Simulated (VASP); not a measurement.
A run of VASP 6.6.1 is set up as follows.

File INCAR:

```
PREC = Accurate
ENCUT = 520
EDIFF = 1E-6
ISMEAR = -1
SIGMA = 0.05
LREAL = False
LASPH = True
NELM = 60
ALGO = Normal
ISIF = 2
LWAVE = False
LCHARG = False
GGA = PS
NBANDS = 19
```

KPOINTS

```
regular mesh
0
Gamma
  7 7 7
```

POSCAR

```
SrCl2
1.0
    0.0000000000      3.4883500000      3.4883500000
    3.4883500000      0.0000000000      3.4883500000
    3.4883500000      3.4883500000      0.0000000000
Sr Cl
1 2
Direct
    0.0000000000      0.0000000000      0.0000000000
    0.7500000000      0.7500000000      0.7500000000
    0.2500000000      0.2500000000      0.2500000000
```

Potentials or basis: VASP PAW PBE potentials, release 64 (Sr_sv, Cl).

Command:

```sh
$ cat potpaw_PBE.64/Sr_sv/POTCAR potpaw_PBE.64/Cl/POTCAR > POTCAR
$ mpirun -np 1 vasp_std > vasp.out
```

Q: What does it give for the band gap on the k mesh?

A: 5.17 eV (least direct gap 5.48 eV).

Q: Predict the pressure.

A: -0.9 GPa.

Caveat: the PAW data sets were made with another functional, which shifts forces and pressure a little; an odd mesh through Γ misses points on the zone boundary, where band edges can lie. As with any semilocal functional, this PBEsol gap is likely too small.
